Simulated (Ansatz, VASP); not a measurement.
WC3: VASP beside Ansatz

```
W C
1.0
     4.46287    0.00000    0.00000
    -2.23143    3.86496    0.00000
     0.00000    0.00000    4.28925
W C
2 6
Cartesian
  0.0000 2.5766 1.0723
  2.2314 1.2883 3.2169
  2.2314 2.1789 1.0723
  -0.7712 3.0219 3.2169
  1.4602 0.8430 1.0723
  0.0000 1.6861 3.2169
  3.0027 0.8430 1.0723
  0.7712 3.0219 3.2169
```

Alike in both runs: functional PBE; k mesh 12 × 12 × 10; occupations gaussian, width 0.1 eV; no spin polarisation.

Ansatz relaxed the structure, and its values are those at the end. VASP's run is a single point on that final structure, the one shown.

```csv
,VASP,Ansatz
version,VASP 6.6.1,Ansatz 0.2.0
potentials or method,"VASP PAW PBE potentials, release 64 (W_sv, C_h), cutoff 910 eV","scalar-relativistic, plane waves, PAW"
valence electrons in the cell,52,52
```

```tsv
	VASP	Ansatz	Ansatz less VASP
gap on the k mesh at the Fermi level (eV)	none	none	-
rms of the force components (eV/Å)	0.015	0.000	-0.0149
```

A gap of «none» marks a metal or a gap that the smearing closes. The functional is the same, so the differences come from potentials, cutoffs and numerics.

Spin-orbit coupling is off throughout. Noted on VASP's run: the cutoff is short for stress, so the pressure is rough.
